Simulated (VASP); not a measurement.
Set up this calculation in VASP 6.6.1, as the native input.

```yaml
Task: single point
Functional: PBE
Potentials_or_basis: VASP PAW PBE potentials, release 64 (Cd, I)
Cutoff: 520 eV
k_mesh: 2 × 2 × 1
Occupations: fermi-dirac, width 0.1 eV
Spin: no spin polarisation
Dipole_correction: no
Further_INCAR_settings: LREAL = Auto; ALGO = Normal; EDIFF = 1e-07; NBANDS = 118
```

The structure of Cd8I15 (a cell with a defect) lies in POSCAR:

```
Cd8I15
1.0
    4.2210316800      7.3110413400      0.0000000000
   -4.2210340000      7.3110426700      0.0000000000
    0.0000000000      0.0000000000     13.6437640000
Cd I
8 15
Direct
    0.0031918695     -0.0047400749      0.0043427899
   -0.0028912084      0.0078393393      0.4802458471
    0.0050619761      0.4960435669     -0.0014061369
   -0.0537922148      0.4981503009      0.5042957354
    0.5023523888     -0.0030001304     -0.0082946319
    0.4874863916      0.0270110362      0.5122255853
    0.5006102784      0.4960438235     -0.0013851749
    0.5579655970      0.4979963349      0.5040707242
    0.1758501859      0.1627570888      0.1255918088
    0.1559081936      0.1487589118      0.6316393335
    0.3340132553      0.3337429957      0.8655945676
    0.1711455137      0.6594018516      0.1306118312
    0.3449508412      0.8492946109      0.3757535677
    0.2927836074      0.4166315367      0.4286156665
    0.3297862506      0.8283345293      0.8705814612
    0.6631263118      0.1628011454      0.1256543282
    0.8360640730      0.3301958569      0.3479105179
    0.6973533121      0.1487541731      0.6316211567
    0.8370153233      0.3276991364      0.8744158870
    0.6674329215      0.6668725023      0.1229428331
    0.8078131490      0.8492587109      0.3757990830
    0.6606317499      0.6801820466      0.6490928750
    0.8434990862      0.8283549398      0.8705791891
```

The input as run:

INCAR

```
SYSTEM = Cd8I15
PREC = Accurate
ENCUT = 520
EDIFF = 1E-7
ISMEAR = -1
SIGMA = 0.1
LREAL = Auto
LASPH = .TRUE.
NELM = 60
ALGO = Normal
ISIF = 2
LWAVE = .FALSE.
LCHARG = .FALSE.
GGA = PE
NBANDS = 118
```

KPOINTS

```
Automatic mesh
0
G
  2 2 1
  0 0 0
```

Potentials or basis: VASP PAW PBE potentials, release 64 (Cd, I).

Run with:

```sh
$ cat potpaw_PBE.64/Cd/POTCAR potpaw_PBE.64/I/POTCAR > POTCAR
$ mpirun -np 1 vasp_std > vasp.out
```

It gave:

```json
{
  "Pressure": "2.3 GPa",
  "Largest force": "0.391 eV/Å",
  "Band gap on the k mesh": "zero (an odd number of electrons rules out a gap without spin polarisation)"
}
```

Caveat: the k points lie up to 0.46 Å⁻¹ apart, too coarse for converged energies and pressures of a metal; spin-orbit coupling is left out, which moves the levels of the heavy elements; an odd number of electrons without spin polarisation forces a metal; a magnetic or distorted state may lie lower.

It took 12 min on 1 thread of Intel(R) Xeon(R) Platinum 8488C (Sapphire Rapids), with other jobs on the host, peak memory 0.94 GiB.
